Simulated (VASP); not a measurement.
# MgO (Fm-3m) in VASP: notebook

MgO is run at these levels: PBE; tasks: single point.

Program: VASP 6.6.1. These are calculated values, not measurements. Logs are shortened: lines on timing, memory, paths and dates and some standing lists are left out, and cuts for length are marked.

### Step 1. The cell of the first run

It takes space group Fm-3m (No. 225, cubic). The conventional cell has a = 4.292 Å, b = 4.292 Å, c = 4.292 Å, α = 90.00°, β = 90.00°, γ = 90.00°. Within 2.8 Å of Mg (site symmetry m-3m) lie 6 O at 2.15 Å. O (site symmetry m-3m) has 6 Mg at 2.15 Å within 2.8 Å.

### Step 2. Single point, PBE

Input file INCAR:

```
SYSTEM = MgO
PREC = Accurate
ENCUT = 840
EDIFF = 1E-6
ISMEAR = -1
SIGMA = 0.003
LREAL = .False.
LASPH = .True.
NELM = 120
ALGO = Normal
ISIF = 2
LWAVE = .False.
LCHARG = .True.
GGA = PE
LELF = .True.
LVHAR = .True.
NBANDS = 15
GGA_COMPAT = .False.
```

Input file KPOINTS:

```
regular mesh
0
Gamma
  8 8 8
  0 0 0
```

Input file POSCAR:

```
MgO
1.0
    0.0000000000      2.1462000000      2.1462000000
    2.1462000000      0.0000000000      2.1462000000
    2.1462000000      2.1462000000      0.0000000000
Mg O
1 1
Direct
    0.0000000000      0.0000000000      0.0000000000
    0.5000000000      0.5000000000      0.5000000000
```

Potentials or basis: VASP PAW PBE potentials, release 64 (Mg_sv, O).

Launch:

```console
$ cat potpaw_PBE.64/Mg_sv/POTCAR potpaw_PBE.64/O/POTCAR > POTCAR
$ mpirun -np 1 vasp_std > vasp.out
```

OUTCAR:

```text
SYSTEM = MgO
   PREC = Accurate
   ENCUT = 840
   EDIFF = 1E-6
   ISMEAR = -1
   LREAL = .False.
   LASPH = .True.
   NELM = 120
   ISIF = 2
   GGA = PE

 ion  position               nearest neighbor table
   1  0.000  0.000  0.000-
   2  0.500  0.500  0.500-

  LATTYP: Found a face centered cubic cell.
 ALAT       =     4.2924000000

  Lattice vectors:

 A1 = (   0.0000000000,   2.1462000000,   2.1462000000)
 A2 = (   2.1462000000,   0.0000000000,   2.1462000000)
 A3 = (   2.1462000000,   2.1462000000,   0.0000000000)

Analysis of symmetry for initial positions (statically):
=====================================================================
 Subroutine PRICEL returns:
 Original cell was already a primitive cell.

 Routine SETGRP: Setting up the symmetry group for a
 face centered cubic supercell.

 Subroutine GETGRP returns: Found 48 space group operations
 (whereof 48 operations were pure point group operations)
 out of a pool of 48 trial point group operations.

The static configuration has the point symmetry O_h .

Analysis of symmetry for dynamics (positions and initial velocities):
=====================================================================
 Subroutine PRICEL returns:
 Original cell was already a primitive cell.

 Routine SETGRP: Setting up the symmetry group for a
 face centered cubic supercell.

 Subroutine GETGRP returns: Found 48 space group operations
 (whereof 48 operations were pure point group operations)
 out of a pool of 48 trial point group operations.

The dynamic configuration has the point symmetry O_h .

 Subroutine INISYM returns: Found 48 space group operations
 (whereof 48 operations are pure point group operations),
 and found     1 'primitive' translations

----------------------------------------------------------------------------------------

                                     Primitive cell

  volume of cell :      19.7715

  direct lattice vectors                    reciprocal lattice vectors
     0.000000000  2.146200000  2.146200000    -0.232969900  0.232969900  0.232969900
     2.146200000  0.000000000  2.146200000     0.232969900 -0.232969900  0.232969900
     2.146200000  2.146200000  0.000000000     0.232969900  0.232969900 -0.232969900

  length of vectors
     3.035185148  3.035185148  3.035185148     0.403515704  0.403515704  0.403515704

  position of ions in fractional coordinates (direct lattice)
     0.000000000  0.000000000  0.000000000
     0.500000000  0.500000000  0.500000000

  ion indices of the primitive-cell ions
   primitive index   ion index
                 1           1
                 2           2

----------------------------------------------------------------------------------------

 KPOINTS: regular mesh

Automatic generation of k-mesh.
 Grid dimensions read from file:
 generate k-points for:    8    8    8

 Generating k-lattice:

  Cartesian coordinates                     Fractional coordinates (reciprocal lattice)
    -0.029121238  0.029121238  0.029121238     0.125000000  0.000000000  0.000000000
     0.029121238 -0.029121238  0.029121238     0.000000000  0.125000000  0.000000000
     0.029121238  0.029121238 -0.029121238     0.000000000  0.000000000  0.125000000

  Length of vectors
     0.050439463  0.050439463  0.050439463

  Shift w.r.t. Gamma in fractional coordinates (k-lattice)
     0.000000000  0.000000000  0.000000000

 Subroutine IBZKPT returns following result:
 ===========================================

 Found     29 irreducible k-points:

 Following reciprocal coordinates:
            Coordinates               Weight
  0.000000  0.000000  0.000000      1.000000
  0.125000  0.000000  0.000000      8.000000
  0.250000  0.000000  0.000000      8.000000
  0.375000  0.000000  0.000000      8.000000
  0.500000  0.000000  0.000000      4.000000
  0.125000  0.125000  0.000000      6.000000
[... 16 lines left out ...]
  0.500000  0.250000  0.125000     48.000000
 -0.375000  0.250000  0.125000     24.000000
 [... further k-points ...]
   k-points           NKPTS =     29   k-points in BZ     NKDIM =     29   number of bands    NBANDS=     15
   number of dos      NEDOS =    301   number of ions     NIONS =      2
   total plane-waves  NPLWV =  27000
   dimension x,y,z NGX =    30 NGY =   30 NGZ =   30
   dimension x,y,z NGXF=    60 NGYF=   60 NGZF=   60
   ions per type =               1   1
   NGX,Y,Z   is equivalent  to a cutoff of  16.43, 16.43, 16.43 a.u.
   NGXF,Y,Z  is equivalent  to a cutoff of  32.86, 32.86, 32.86 a.u.
 SYSTEM =  MgO
   PREC   = accura    normal or accurate (medium, high low for compatibility)
   ISTART =      0    job   : 0-new  1-cont  2-samecut
   ICHARG =      2    charge: 1-file 2-atom 10-const
   ISPIN  =      1    spin polarized calculation?
   LNONCOLLINEAR =      F non collinear calculations
   LSORBIT =      F    spin-orbit coupling
   LASPH  =      T    aspherical Exc in radial PAW
   ENCUT  =  840.0 eV  61.74 Ry    7.86 a.u.   7.17  7.17  7.17*2*pi/ulx,y,z
   NELM   =    120;   NELMIN=  2; NELMDL= -5     # of ELM steps
   EDIFF  = 0.1E-05   stopping-criterion for ELM
   LREAL  =      F    real-space projection
   EDIFFG = 0.1E-04   stopping-criterion for IOM
   NSW    =      0    number of steps for IOM
   IBRION =     -1    ionic relax: 0-MD 1-quasi-New 2-CG
   NFREE  =      0    steps in history (QN), initial steepest desc. (CG)
   ISIF   =      2    stress and relaxation
   ISYM   =      2    0-nonsym 1-usesym 2-fastsym
   POTIM  = 0.5000    time-step for ionic-motion
   TEBEG  =    0.0;   TEEND  =   0.0 temperature during run
   PSTRESS=    0.0 pullay stress
   NELECT =      16.0000    total number of electrons
   NUPDOWN=      -1.0000    fix difference up-down
   EMIN   =  10.00;   EMAX   =-10.00  energy-range for DOS
   EFERMI =   0.00;   METHOD = LEGACY
   ISMEAR =    -1;   SIGMA  =   0.00  broadening in eV -4-tet -1-fermi 0-gaus
   EFERMI_NEDOS =   21; number of points for ismear=-14 and -15
   IALGO  =     38    algorithm
   IMIX   =      4    mixing-type and parameters
     AMIX     =   0.40;   BMIX     =  1.00
     AMIX_MAG =   1.60;   BMIX_MAG =  1.00
  volume/ion in A,a.u.               =       9.89        66.71
  Fermi-wavevector in a.u.,A,eV,Ry     =   1.525579  2.882926 31.666071  2.327391
  Thomas-Fermi vector in A             =   2.633730
   LORBIT       =      0    0 simple, 1 ext, 2 COOP (PROOUT), +10 PAW based schemes
   GGA     = PE    functional components
   LHFCALC =     F    Hartree Fock is set to
   AEXX    =    0.0000 exact exchange contribution
   IVDW    =     0    specifies the selected vdW correction
   LEPSILON=     F    determine dielectric tensor
   LRPA    =     F    only Hartree local field effects (RPA)
 non-spin polarized calculation
  energy-cutoff  :      840.00
  volume of cell :       19.77
 maximum number of plane-waves:      1108
 NGX is ok and might be reduce to    30
   NGX = 15   NGY = 15   NGZ = 15

 number of electron      15.9999995 magnetization

 Free energy of the ion-electron system (eV)
  ---------------------------------------------------
  ext. energy  EPLUGINS =         0.00000000
  ---------------------------------------------------
  free energy    TOTEN  =       -11.88008938 eV

  energy without entropy =      -11.88008938  energy(sigma->0) =      -11.88008938

 E-fermi :   2.7661     XC(G=0): -11.1092

 val. band max:        2.5205505476   @ k =   0.0000   0.0000   0.0000
 cond. band min:       6.7296801365   @ k =   0.0000   0.0000   0.0000
 fundamental gap:      4.2091295889
 Fermi energy:         2.7661002532

 k-point     1 :       0.0000    0.0000    0.0000
  band No.  band energies     occupation
      1     -69.9489      2.00000
      2     -36.6801      2.00000
      3     -36.6801      2.00000
      4     -36.6801      2.00000
      5     -14.4498      2.00000
      6       2.5206      2.00000
      7       2.5206      2.00000
      8       2.5206      2.00000
      9       6.7297      0.00000
     10      18.0031      0.00000
     11      18.0031      0.00000
     12      18.0031      0.00000
     13      21.7690      0.00000
     14      23.4866      0.00000
     15      23.4866      0.00000

 k-point     2 :       0.1250    0.0000    0.0000
  band No.  band energies     occupation
      1     -69.9482      2.00000
      2     -36.6903      2.00000
      3     -36.6812      2.00000
      4     -36.6812      2.00000
      5     -14.2987      2.00000
      6       1.5881      2.00000
      7       2.4270      2.00000
      8       2.4270      2.00000
      9       7.6493      0.00000
     10      16.3416      0.00000
     11      18.3286      0.00000
     12      18.3286      0.00000
     13      22.4371      0.00000
     14      22.4371      0.00000
     15      23.7426      0.00000

 k-point     3 :       0.2500    0.0000    0.0000
  band No.  band energies     occupation
      1     -69.9459      2.00000
      2     -36.7146      2.00000
      3     -36.6838      2.00000
      4     -36.6838      2.00000
      5     -13.9093      2.00000
      6      -0.0291      2.00000
      7       2.2110      2.00000
      8       2.2110      2.00000
      9       9.1144      0.00000
     10      14.7408      0.00000
     11      18.7161      0.00000
     12      18.7161      0.00000
     13      22.0556      0.00000
     14      22.0556      0.00000
     15      23.6474      0.00000

 k-point     4 :       0.3750    0.0000    0.0000
  band No.  band energies     occupation
      1     -69.9437      2.00000
      2     -36.7387      2.00000
      3     -36.6864      2.00000
      4     -36.6864      2.00000
      5     -13.4760      2.00000
      6      -1.3401      2.00000
      7       2.0071      2.00000
      8       2.0071      2.00000
      9       9.9254      0.00000
     10      14.3690      0.00000
     11      18.4628      0.00000
     12      18.4628      0.00000
     13      22.9103      0.00000
     14      23.3279      0.00000
     15      23.3279      0.00000
[... 307 lines left out ...]
 k-point    22 :       0.3750    0.2500    0.1250
  band No.  band energies     occupation
      1     -69.9442      2.00000
      2     -36.7195      2.00000
      3     -36.6960      2.00000
      4     -36.6876      2.00000
      5     -13.6376      2.00000
      6      -0.3592      2.00000
      7       1.4493      2.00000
      8       1.9549      2.00000
      9      10.4698      0.00000
     10      13.7727      0.00000
     11      17.0027      0.00000
     12      19.4296      0.00000
     13      20.1142      0.00000
     14      24.3065      0.00000
     15      27.4252      0.00000

 k-point    23 :       0.5000    0.2500    0.1250
  band No.  band energies     occupation
      1     -69.9424      2.00000
      2     -36.7323      2.00000
      3     -36.7025      2.00000
      4     -36.6911      2.00000
      5     -13.3021      2.00000
      6      -0.9896      2.00000
      7       0.9119      2.00000
      8       1.7200      2.00000
      9      11.5460      0.00000
     10      13.7853      0.00000
     11      15.8580      0.00000
     12      19.0037      0.00000
     13      21.5992      0.00000
     14      24.2081      0.00000
     15      27.6587      0.00000

 k-point    24 :      -0.3750    0.2500    0.1250
  band No.  band energies     occupation
      1     -69.9418      2.00000
      2     -36.7379      2.00000
      3     -36.7043      2.00000
      4     -36.6932      2.00000
      5     -13.1544      2.00000
      6      -1.2532      2.00000
      7       0.7167      2.00000
      8       1.6077      2.00000
      9      11.8025      0.00000
     10      14.1759      0.00000
     11      15.4598      0.00000
     12      18.7574      0.00000
     13      22.3956      0.00000
     14      23.8625      0.00000
     15      27.8159      0.00000

 [... further k-points ...]

------------------------ aborting loop because EDIFF is reached ----------------------------------------

  FORCE on cell =-STRESS in cart. coord.  units (eV):
  Direction    XX          YY          ZZ          XY          YZ          ZX
  --------------------------------------------------------------------------------------
  -------------------------------------------------------------------------------------
  Total       -0.4708940     -0.4708940     -0.4708940      0.0000000      0.0000000     -0.0000000
  in kB      -38.1586638    -38.1586638    -38.1586638      0.0000000      0.0000000     -0.0000000
  external PRESSURE =     -38.1586638 kB  Pullay stress =       0.0000000 kB

 VOLUME and BASIS-vectors are now :
 -----------------------------------------------------------------------------
  energy-cutoff  :      840.00
  volume of cell :       19.77
      direct lattice vectors                 reciprocal lattice vectors
     0.000000000  2.146200000  2.146200000    -0.232969900  0.232969900  0.232969900
     2.146200000  0.000000000  2.146200000     0.232969900 -0.232969900  0.232969900
     2.146200000  2.146200000  0.000000000     0.232969900  0.232969900 -0.232969900

 POSITION                                       TOTAL-FORCE (eV/Angst)
 -----------------------------------------------------------------------------------
      0.00000      0.00000      0.00000        -0.000000     -0.000000      0.000000
      2.14620      2.14620      2.14620         0.000000      0.000000     -0.000000
 -----------------------------------------------------------------------------------
    total drift:                                0.000000      0.000000      0.000000

  FREE ENERGIE OF THE ION-ELECTRON SYSTEM (eV)
  ---------------------------------------------------
  free  energy   TOTEN  =       -11.8800893835 eV

  energy  without entropy=      -11.8800893835  energy(sigma->0) =      -11.88008938
```

Wall time 12 s (1 thread of AMD EPYC 7R13 (Zen 3), shared host); peak memory 0.14 GiB.

Results:

* Free energy: -11.8801 eV
* Pressure: -3.8 GPa
* Band gap on the k mesh: 4.21 eV

Caveat: the cell stands under tension. As with any semilocal functional, this PBE gap is likely too small.

(Continued in part 2 of 2.)
